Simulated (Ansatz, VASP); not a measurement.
Mo: VASP beside Ansatz

```xyz
1
Lattice="-1.5838 1.5838 1.5838 1.5838 -1.5838 1.5838 1.5838 1.5838 -1.5838" Properties=species:S:1:pos:R:3 pbc="T T T"
Mo    0.0000    0.0000    0.0000
```

Alike in both runs: task relaxation of cell and atoms; functional RPBE; k mesh 12 × 12 × 12; occupations fermi-dirac, width 0.05 eV; no spin polarisation.

|  | VASP | Ansatz |
| --- | --- | --- |
| version | VASP 6.6.1 | Ansatz 0.2.0 |
| potentials or method | VASP PAW PBE potentials, release 64 (Mo_sv) | Ansatz PAW |
| plane-wave cutoff (eV) | 600 | 420 |
| valence electrons in the cell | 14 | 14 |

Ansatz gave:

```
gap on the k mesh at the Fermi level, each at its own relaxed structure (eV) : none
relaxed volume (Å³/atom)                                                     : 15.99
relaxed cell length with the largest relative difference (Å)                 : 2.749
```

Task: What did VASP give for the same quantities?

Result: gap on the k mesh at the Fermi level, each at its own relaxed structure (eV): none; relaxed volume (Å³/atom): 16.02; relaxed cell length with the largest relative difference (Å): 2.751.

VASP's potentials were made for PBE, not for RPBE. A gap of «none» marks a metal or a gap that the smearing closes.

Noted on Ansatz's run: the plane-wave basis is chosen anew once the cell has moved, so the energies of steps on either side of that aren't comparable.
